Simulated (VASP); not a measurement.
# I (Cmce) in VASP: a series of runs

I is run at these levels: r2SCAN; tasks: single point.

All numbers are computed with VASP 6.6.1; they aren't measurements. Logs are shortened: lines on timing, memory, paths and dates and some standing lists are left out, and cuts for length are marked.

### 1 The cell of the first run

Symmetry: Cmce, No. 64, orthorhombic system. The conventional cell has a = 7.657 Å, b = 4.591 Å, c = 9.863 Å, α = 90.00°, β = 90.00°, γ = 90.00°. I (site symmetry m) has 3 I at 2.77 to 3.44 Å within 3.7 Å.

### 2 Single point, r2SCAN

POSCAR reads:

```
I
1.0
    3.8286044877     -2.2952535244      0.0000000000
    3.8286044877      2.2952535244      0.0000000000
    0.0000000000      0.0000000000      9.8625309712
I
4
Direct
    0.8437487510      0.1562512490      0.1202779808
    0.1562512490      0.8437487510      0.8797220192
    0.3437487510      0.6562512490      0.3797220192
    0.6562512490      0.3437487510      0.6202779808
```

INCAR.step1 reads:

```
ALGO = Normal ; EDIFF = 1E-4
ENCUT = 520 ; GGA = PE
ISMEAR = 0 ; LASPH = T
LCHARG = F ; LREAL = F
LWAVE = T ; NBANDS = 22
NELM = 80 ; PREC = Accurate
SIGMA = 0.05
```

INCAR.step2 reads:

```
ALGO = Normal ; EDIFF = 1E-6
ENCUT = 520 ; ISIF = 2
ISMEAR = 0 ; ISTART = 1
LASPH = T ; LCHARG = T
LELF = T ; LMIXTAU = T
LREAL = F ; LVHAR = T
LWAVE = F ; METAGGA = R2SCAN
NBANDS = 22 ; NELM = 80
PREC = Accurate ; SIGMA = 0.05
```

KPOINTS reads:

```
k-points
0
Gamma
  6 6 4
```

Potentials or basis: VASP PAW PBE potentials, release 64 (I).

On the command line:

```sh
$ cat potpaw_PBE.64/I/POTCAR > POTCAR
$ cp INCAR.step1 INCAR
$ mpirun -np 1 vasp_std > vasp.out
$ cp INCAR.step2 INCAR
$ mpirun -np 1 vasp_std > vasp.out
```

OUTCAR:

```text
EDIFF = 1E-6
   ENCUT = 520
   ISIF = 2
   ISMEAR = 0
   ISTART = 1
   LASPH = T
   LREAL = F
   METAGGA = R2SCAN
   NELM = 80
   PREC = Accurate

 ion  position               nearest neighbor table
   1  0.844  0.156  0.120-   2 2.77   3 3.44   3 3.44
   2  0.156  0.844  0.880-   1 2.77   4 3.44   4 3.44
   3  0.344  0.656  0.380-   4 2.77   1 3.44   1 3.44
   4  0.656  0.344  0.620-   3 2.77   2 3.44   2 3.44

  LATTYP: Found a base centered orthorhombic cell.
 ALAT       =     4.5905070488
 B/A-ratio  =     1.6680529828
 C/A-ratio  =     2.1484622214

  Lattice vectors:

 A1 = (  -3.8286044877,  -2.2952535244,   0.0000000000)
 A2 = (   3.8286044877,  -2.2952535244,   0.0000000000)
 A3 = (   0.0000000000,   0.0000000000,   9.8625309712)

Analysis of symmetry for initial positions (statically):
=====================================================================
 Subroutine PRICEL returns:
 Original cell was already a primitive cell.

 Routine SETGRP: Setting up the symmetry group for a
 base centered orthorhombic supercell.

 Subroutine GETGRP returns: Found  8 space group operations
 (whereof  4 operations were pure point group operations)
 out of a pool of  8 trial point group operations.

The static configuration has the point symmetry C_2h.
 The point group associated with its full space group is D_2h.

Analysis of symmetry for dynamics (positions and initial velocities):
=====================================================================
 Subroutine PRICEL returns:
 Original cell was already a primitive cell.

 Routine SETGRP: Setting up the symmetry group for a
 base centered orthorhombic supercell.

 Subroutine GETGRP returns: Found  8 space group operations
 (whereof  4 operations were pure point group operations)
 out of a pool of  8 trial point group operations.

The dynamic configuration has the point symmetry C_2h.
 The point group associated with its full space group is D_2h.

 Subroutine INISYM returns: Found  8 space group operations
 (whereof  4 operations are pure point group operations),
 and found     1 'primitive' translations

----------------------------------------------------------------------------------------

                                     Primitive cell

  volume of cell :     173.3363

  direct lattice vectors                    reciprocal lattice vectors
     3.828604488 -2.295253524  0.000000000     0.130595887 -0.217840859  0.000000000
     3.828604488  2.295253524  0.000000000     0.130595887  0.217840859  0.000000000
     0.000000000  0.000000000  9.862530971     0.000000000  0.000000000  0.101393851

  length of vectors
     4.463899760  4.463899760  9.862530971     0.253988043  0.253988043  0.101393851

  position of ions in fractional coordinates (direct lattice)
     0.843748751  0.156251249  0.120277981
     0.156251249  0.843748751  0.879722019
     0.343748751  0.656251249  0.379722019
     0.656251249  0.343748751  0.620277981

  ion indices of the primitive-cell ions
   primitive index   ion index
                 1           1
                 2           2
                 3           3
                 4           4

----------------------------------------------------------------------------------------

 KPOINTS: k-points

Automatic generation of k-mesh.
 Grid dimensions read from file:
 generate k-points for:    6    6    4

 Generating k-lattice:

  Cartesian coordinates                     Fractional coordinates (reciprocal lattice)
     0.021765981 -0.036306810  0.000000000     0.166666667  0.000000000  0.000000000
     0.021765981  0.036306810  0.000000000     0.000000000  0.166666667  0.000000000
     0.000000000  0.000000000  0.025348463     0.000000000  0.000000000  0.250000000

  Length of vectors
     0.042331340  0.042331340  0.025348463

  Shift w.r.t. Gamma in fractional coordinates (k-lattice)
     0.000000000  0.000000000  0.000000000

 Subroutine IBZKPT returns following result:
 ===========================================

 Found     39 irreducible k-points:

 Following reciprocal coordinates:
            Coordinates               Weight
  0.000000  0.000000  0.000000      1.000000
  0.166667  0.000000  0.000000      4.000000
  0.333333  0.000000  0.000000      4.000000
  0.500000  0.000000  0.000000      2.000000
  0.166667  0.166667  0.000000      2.000000
  0.333333  0.166667  0.000000      4.000000
[... 16 lines left out ...]
  0.333333  0.333333  0.250000      4.000000
  0.500000  0.333333  0.250000      8.000000
 [... further k-points ...]
   k-points           NKPTS =     39   k-points in BZ     NKDIM =     39   number of bands    NBANDS=     22
   number of dos      NEDOS =    301   number of ions     NIONS =      4
   total plane-waves  NPLWV = 103680
   dimension x,y,z NGX =    36 NGY =   36 NGZ =   80
   dimension x,y,z NGXF=    72 NGYF=   72 NGZF=  160
   ions per type =               4
   NGX,Y,Z   is equivalent  to a cutoff of  13.41, 13.41, 13.49 a.u.
   NGXF,Y,Z  is equivalent  to a cutoff of  26.81, 26.81, 26.97 a.u.
 SYSTEM =  unknown system
   PREC   = accura    normal or accurate (medium, high low for compatibility)
   ISTART =      1    job   : 0-new  1-cont  2-samecut
   ICHARG =      0    charge: 1-file 2-atom 10-const
   ISPIN  =      1    spin polarized calculation?
   LNONCOLLINEAR =      F non collinear calculations
   LSORBIT =      F    spin-orbit coupling
   LASPH  =      T    aspherical Exc in radial PAW
   ENCUT  =  520.0 eV  38.22 Ry    6.18 a.u.   8.30  8.30 18.34*2*pi/ulx,y,z
   NELM   =     80;   NELMIN=  2; NELMDL=  0     # of ELM steps
   EDIFF  = 0.1E-05   stopping-criterion for ELM
   LREAL  =      F    real-space projection
   EDIFFG = 0.1E-04   stopping-criterion for IOM
   NSW    =      0    number of steps for IOM
   IBRION =     -1    ionic relax: 0-MD 1-quasi-New 2-CG
   NFREE  =      0    steps in history (QN), initial steepest desc. (CG)
   ISIF   =      2    stress and relaxation
   ISYM   =      2    0-nonsym 1-usesym 2-fastsym
   POTIM  = 0.5000    time-step for ionic-motion
   TEBEG  =    0.0;   TEEND  =   0.0 temperature during run
   PSTRESS=    0.0 pullay stress
   NELECT =      28.0000    total number of electrons
   NUPDOWN=      -1.0000    fix difference up-down
   EMIN   =  10.00;   EMAX   =-10.00  energy-range for DOS
   EFERMI =   0.00;   METHOD = LEGACY
   ISMEAR =     0;   SIGMA  =   0.05  broadening in eV -4-tet -1-fermi 0-gaus
   EFERMI_NEDOS =   21; number of points for ismear=-14 and -15
   IALGO  =     38    algorithm
   IMIX   =      4    mixing-type and parameters
     AMIX     =   0.40;   BMIX     =  1.00
     AMIX_MAG =   1.60;   BMIX_MAG =  1.00
  volume/ion in A,a.u.               =      43.33       292.43
  Fermi-wavevector in a.u.,A,eV,Ry     =   0.891588  1.684857 10.815673  0.794930
  Thomas-Fermi vector in A             =   2.013428
   LORBIT       =      0    0 simple, 1 ext, 2 COOP (PROOUT), +10 PAW based schemes
   METAGGA = R2SCAN    functional components
   LHFCALC =     F    Hartree Fock is set to
   AEXX    =    0.0000 exact exchange contribution
   IVDW    =     0    specifies the selected vdW correction
   LEPSILON=     F    determine dielectric tensor
   LRPA    =     F    only Hartree local field effects (RPA)
 non-spin polarized calculation
 Gauss-broadening in eV      SIGMA  =   0.05
  energy-cutoff  :      520.00
  volume of cell :      173.34
 maximum number of plane-waves:      4705
 NGX is ok and might be reduce to    36
   NGX = 17   NGY = 17   NGZ = 37

 number of electron      27.9999999 magnetization

 Free energy of the ion-electron system (eV)
  ---------------------------------------------------
  ext. energy  EPLUGINS =         0.00000000
  ---------------------------------------------------
  free energy    TOTEN  =       -98.22459461 eV

  energy without entropy =      -98.22459461  energy(sigma->0) =      -98.22459461

 E-fermi :   2.4162     XC(G=0):  -8.3238

 val. band max:        2.1427796232   @ k =   0.0000   0.0000   0.0000
 cond. band min:       3.3281548576   @ k =   0.5000   0.5000   0.0000
 fundamental gap:      1.1853752344
 Fermi energy:         2.4162062181

 k-point     1 :       0.0000    0.0000    0.0000
  band No.  band energies     occupation
      1     -11.7898      2.00000
      2     -11.1385      2.00000
      3      -9.9989      2.00000
      4      -8.7668      2.00000
      5      -2.5484      2.00000
      6      -0.9693      2.00000
[... 14 lines left out ...]
     21       9.9693      0.00000
     22      10.5460      0.00000

 k-point     2 :       0.1667    0.0000    0.0000
  band No.  band energies     occupation
      1     -11.6881      2.00000
      2     -11.1069      2.00000
      3      -9.9179      2.00000
      4      -8.8603      2.00000
      5      -2.5220      2.00000
      6      -1.2876      2.00000
[... 14 lines left out ...]
     21       9.7549      0.00000
     22      10.1338      0.00000

 k-point     3 :       0.3333    0.0000    0.0000
  band No.  band energies     occupation
      1     -11.4340      2.00000
      2     -11.0752      2.00000
      3      -9.7061      2.00000
      4      -9.1109      2.00000
      5      -2.5620      2.00000
      6      -2.0524      2.00000
[... 14 lines left out ...]
     21      10.1400      0.00000
     22      11.2085      0.00000
[... 476 lines left out ...]
 k-point    23 :       0.3333    0.3333    0.2500
  band No.  band energies     occupation
      1     -11.5421      2.00000
      2     -11.1372      2.00000
      3      -9.6298      2.00000
      4      -8.8667      2.00000
      5      -2.2171      2.00000
      6      -1.3764      2.00000
[... 14 lines left out ...]
     21       9.9834      0.00000
     22      10.6322      0.00000

 k-point    24 :       0.5000    0.3333    0.2500
  band No.  band energies     occupation
      1     -11.4313      2.00000
      2     -11.0814      2.00000
      3      -9.5772      2.00000
      4      -8.9512      2.00000
      5      -2.2602      2.00000
      6      -1.6471      2.00000
[... 14 lines left out ...]
     21      10.3829      0.00000
     22      10.7905      0.00000

 [... further k-points ...]

------------------------ aborting loop because EDIFF is reached ----------------------------------------

  FORCE on cell =-STRESS in cart. coord.  units (eV):
  Direction    XX          YY          ZZ          XY          YZ          ZX
  --------------------------------------------------------------------------------------
  -------------------------------------------------------------------------------------
  Total        0.1495847      0.1602894      0.0821445      0.0000000     -0.0000000      0.0000000
  in kB        1.3826369      1.4815828      0.7592756      0.0000000     -0.0000000      0.0000000
  external PRESSURE =       1.2078318 kB  Pullay stress =       0.0000000 kB

 VOLUME and BASIS-vectors are now :
 -----------------------------------------------------------------------------
  energy-cutoff  :      520.00
  volume of cell :      173.34
      direct lattice vectors                 reciprocal lattice vectors
     3.828604488 -2.295253524  0.000000000     0.130595887 -0.217840859  0.000000000
     3.828604488  2.295253524  0.000000000     0.130595887  0.217840859  0.000000000
     0.000000000  0.000000000  9.862530971     0.000000000  0.000000000  0.101393851

 POSITION                                       TOTAL-FORCE (eV/Angst)
 -----------------------------------------------------------------------------------
      3.82860     -1.57798      1.18625         0.000000     -0.003182     -0.006827
      3.82860      1.57798      8.67629         0.000000      0.003182      0.006827
      3.82860      0.71727      3.74502         0.000000     -0.003182      0.006827
      3.82860     -0.71727      6.11751         0.000000      0.003182     -0.006827
 -----------------------------------------------------------------------------------
    total drift:                               -0.000000      0.000000      0.000000

  FREE ENERGIE OF THE ION-ELECTRON SYSTEM (eV)
  ---------------------------------------------------
  free  energy   TOTEN  =       -98.2245946078 eV

  energy  without entropy=      -98.2245946078  energy(sigma->0) =      -98.22459461
```

It took 10 min on 1 thread of Intel Xeon 8259CL, shared host; peak memory 0.4 GiB.

Results:

```
Free energy            : -98.2246 eV
Pressure               : 0.1 GPa
Largest force          : 0.008 eV/Å
Band gap on the k mesh : 1.19 eV (least direct gap 1.28 eV)
```

Forces on the atoms (eV/Å):
```
I    0.000 -0.003 -0.007
I    0.000  0.003  0.007
I    0.000 -0.003  0.007
I    0.000  0.003 -0.007
```

Levels at points of the mesh, in eV from the valence-band top:
```
           k point  band 12  band 13  band 14  band 15  band 16  band 17
(0.00, 0.00, 0.00)    -0.61    -0.39     0.00     1.28     2.21     5.60
(0.50, 0.00, 0.00)    -1.51    -0.69    -0.69     2.31     2.31     5.79
(0.50, 0.50, 0.00)    -1.44    -0.78    -0.40     1.19     1.96     5.46
(0.00, 0.00, 0.50)    -0.95    -0.16    -0.16     1.60     1.60     6.03
(0.50, 0.00, 0.50)    -0.87    -0.06    -0.06     1.56     1.56     6.18
(0.50, 0.50, 0.50)    -1.18    -1.08    -1.08     1.44     1.44     6.41
```

Caveat: the PAW data sets were made with another functional, which shifts forces and pressure a little; spin-orbit coupling is left out, which moves the levels of the heavy elements.

### 3 Single point, r2SCAN (44.54 Å³/atom)

This run uses another cell than the first one, of 44.54 Å³/atom.

POSCAR reads:

```
I
1.0
    3.9025299186     -2.3006925427      0.0000000000
    3.9025299186      2.3006925427      0.0000000000
    0.0000000000      0.0000000000      9.9212367463
I
4
Direct
    0.8487153936      0.1512846064      0.1204422259
    0.1512846064      0.8487153936      0.8795577741
    0.3487153936      0.6512846064      0.3795577741
    0.6512846064      0.3487153936      0.6204422259
```

INCAR.step1 reads:

```
SYSTEM = I
  PREC = Accurate
  ENCUT = 520
  ISMEAR = 0
  SIGMA = 0.05
  LREAL = .FALSE.
  LASPH = .TRUE.
  NELM = 80
  NBANDS = 22
  GGA = PE
  ALGO = Normal
  EDIFF = 1E-4
  LWAVE = .TRUE.
  LCHARG = .FALSE.
```

INCAR.step2 reads:

```
SYSTEM = I
  PREC = Accurate
  ENCUT = 520
  EDIFF = 1E-7
  ISMEAR = 0
  SIGMA = 0.05
  LREAL = .FALSE.
  LASPH = .TRUE.
  NELM = 80
  ALGO = Normal
  ISIF = 2
  LWAVE = .FALSE.
  LCHARG = .TRUE.
  METAGGA = R2SCAN
  LMIXTAU = .TRUE.
  LELF = .TRUE.
  LVHAR = .TRUE.
  NBANDS = 22
  ISTART = 1
```

KPOINTS reads:

```
regular mesh
0
G
  6 6 4
  0 0 0
```

Potentials or basis: VASP PAW PBE potentials, release 64 (I).

On the command line:

```sh
$ cat potpaw_PBE.64/I/POTCAR > POTCAR
$ cp INCAR.step1 INCAR
$ mpirun -np 1 vasp_std > vasp.out
$ cp INCAR.step2 INCAR
$ mpirun -np 1 vasp_std > vasp.out
```

Run time: 13 min. Hardware: 1 thread of Intel Xeon 8259CL, shared host; peak memory 0.41 GiB.

The run converged. Its results:

| Quantity | Value |
| --- | --- |
| Free energy | -98.2251 eV |
| Pressure | 0.0 GPa |
| Largest force | 0.034 eV/Å |
| Band gap on the k mesh | 1.18 eV (least direct gap 1.24 eV) |

Forces on the atoms (eV/Å):
```
I    0.000  0.034 -0.004
I    0.000 -0.034  0.004
I    0.000  0.034  0.004
I    0.000 -0.034 -0.004
```

Stress tensor (GPa, compression positive):
```
-0.07  0.00  0.00
 0.00  0.03  0.00
 0.00  0.00  0.06
```

Levels at points of the mesh, in eV from the valence-band top:
```tsv
k point	band 12	band 13	band 14	band 15	band 16	band 17
(0.00, 0.00, 0.00)	-0.55	-0.44	0.00	1.24	2.22	5.53
(0.50, 0.00, 0.00)	-1.49	-0.68	-0.68	2.30	2.30	5.79
(0.50, 0.50, 0.00)	-1.41	-0.69	-0.39	1.18	2.01	5.55
(0.00, 0.00, 0.50)	-0.95	-0.18	-0.18	1.61	1.61	5.92
(0.50, 0.00, 0.50)	-0.85	-0.10	-0.10	1.58	1.58	6.16
(0.50, 0.50, 0.50)	-1.14	-1.04	-1.04	1.49	1.49	6.46
```

Caveat: the PAW data sets were made with another functional, which shifts forces and pressure a little; spin-orbit coupling is left out, which moves the levels of the heavy elements.

### 4 Single point, r2SCAN (44.98 Å³/atom)

This run uses another cell than the first one, of 44.98 Å³/atom.

POSCAR reads:

```
I
1.0
    3.9248710645     -2.3101517481      0.0000000000
    3.9248710645      2.3101517481      0.0000000000
    0.0000000000      0.0000000000      9.9226673459
I
4
Direct
    0.8466375710      0.1533624290      0.1198646858
    0.1533624290      0.8466375710      0.8801353142
    0.3466375710      0.6533624290      0.3801353142
    0.6533624290      0.3466375710      0.6198646858
```

INCAR.step1 reads:

```
SYSTEM = I
ALGO = Normal
EDIFF = 1E-4
ENCUT = 520
GGA = PE
ISMEAR = 0
LASPH = .True.
LCHARG = .False.
LREAL = .False.
LWAVE = .True.
NBANDS = 22
NELM = 100
PREC = Accurate
SIGMA = 0.05
```

INCAR.step2 reads:

```
SYSTEM = I
ALGO = Normal
EDIFF = 1E-6
ENCUT = 520
ISIF = 2
ISMEAR = 0
ISTART = 1
LASPH = .True.
LCHARG = .False.
LMIXTAU = .True.
LREAL = .False.
LWAVE = .False.
METAGGA = R2SCAN
NBANDS = 22
NELM = 100
PREC = Accurate
SIGMA = 0.05
```

KPOINTS reads:

```
k-points
0
Gamma
  6 6 4
  0 0 0
```

On the command line:

```sh
$ cat potpaw_PBE.64/I/POTCAR > POTCAR
$ cp INCAR.step1 INCAR
$ mpirun -np 1 vasp_std > vasp.out
$ cp INCAR.step2 INCAR
$ mpirun -np 1 vasp_std > vasp.out
```

Wall time 10 min (1 thread of Intel Xeon 8259CL, shared host); peak memory 0.41 GiB.

Results (log left out):

- Free energy: -98.2250 eV
- Pressure: -0.2 GPa
- Largest force: 0.004 eV/Å
- Band gap on the k mesh: 1.20 eV (least direct gap 1.26 eV)

Forces in eV/Å, atoms in the order of the input:
```
I    0.000  0.000  0.004
I    0.000  0.000 -0.004
I    0.000  0.000 -0.004
I    0.000  0.000  0.004
```

Levels at points of the mesh, in eV from the valence-band top:
```tsv
k point	band 12	band 13	band 14	band 15	band 16	band 17
(0.00, 0.00, 0.00)	-0.57	-0.43	0.00	1.26	2.20	5.53
(0.50, 0.00, 0.00)	-1.44	-0.67	-0.67	2.29	2.29	5.82
(0.50, 0.50, 0.00)	-1.38	-0.71	-0.36	1.20	2.00	5.56
(0.00, 0.00, 0.50)	-0.96	-0.18	-0.18	1.61	1.61	5.93
(0.50, 0.00, 0.50)	-0.82	-0.08	-0.08	1.58	1.58	6.19
(0.50, 0.50, 0.50)	-1.14	-1.00	-1.00	1.49	1.49	6.48
```

Caveat: the PAW data sets were made with another functional, which shifts forces and pressure a little; spin-orbit coupling is left out, which moves the levels of the heavy elements. A k mesh can miss the band edges.

### 5 The runs side by side

| cell | gap on the mesh (eV) | pressure (GPa) | largest force (eV/Å) |
| --- | --- | --- | --- |
| a = 4.464, b = 4.464, c = 9.863 Å, angles 90.0, 90.0, 61.9°, 4 atoms, atomic positions A | 1.19 | 0.1 | 0.01 |
| a = 4.530, b = 4.530, c = 9.921 Å, angles 90.0, 90.0, 61.0°, 4 atoms, atomic positions B | 1.18 | 0.0 | 0.03 |
| a = 4.554, b = 4.554, c = 9.923 Å, angles 90.0, 90.0, 61.0°, 4 atoms, atomic positions C | 1.20 | -0.2 | - |

Alike in all rows: task single point; level r2SCAN; potentials or basis VASP PAW PBE potentials, release 64 (I); no spin polarisation; k mesh 6 × 6 × 4; cutoff (eV) 520; smearing gaussian 0.05 eV.

Caveats: the PAW data sets were made with another functional, which shifts forces and pressure a little; spin-orbit coupling is left out, which moves the levels of the heavy elements.

Total energies depend on the potentials used, so only differences within one code and one set of settings carry meaning.
